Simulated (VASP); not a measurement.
**Pt: single point with PBEsol+D3(BJ)**

Crystal: Pt.

```xyz
1
Lattice="-1.5502 1.5502 1.5502 1.5502 -1.5502 1.5502 1.5502 1.5502 -1.5502" Properties=species:S:1:pos:R:3 pbc="T T T"
Pt    0.0000    0.0000    0.0000
```

This isn't the form of Pt at room conditions, which is fcc.

```yaml
Program: VASP 6.6.1
Task: single point
Functional: PBEsol
Dispersion: D3(BJ)
Potentials_or_basis: VASP PAW PBE potentials, release 64 (Pt)
Cutoff: 520 eV
k_mesh: 12 × 12 × 12
Occupations: fermi-dirac, width 0.05 eV
Spin: no spin polarisation
```

```yaml
Pressure: -2.9 GPa
Band_gap_on_the_k_mesh: zero (bands 5 and 6 overlap by 2.40 eV)
Dispersion_energy_per_atom: -0.759 eV
```

Levels at points of the mesh, in eV from the Fermi level:
```
           k point  band 2  band 3  band 4  band 5  band 6  band 7  band 8  band 9
(0.00, 0.00, 0.00)   -3.73   -3.73   -3.73   -1.00   -1.00   17.14   17.14   17.14
(0.50, 0.00, 0.00)   -5.30   -1.19   -0.62    0.09    1.27    6.87   13.31   16.39
(0.50, 0.50, 0.50)   -6.60    0.69    0.69    0.69    7.82    7.82    7.82   13.68
```

Wall time 10 s on 1 thread of Intel Xeon 8259CL, on a shared host, peak memory 0.14 GiB.

Caveat: three body term missing; the PAW data sets were made with another functional, which shifts forces and pressure a little; spin-orbit coupling is left out, which moves the levels of the heavy elements.
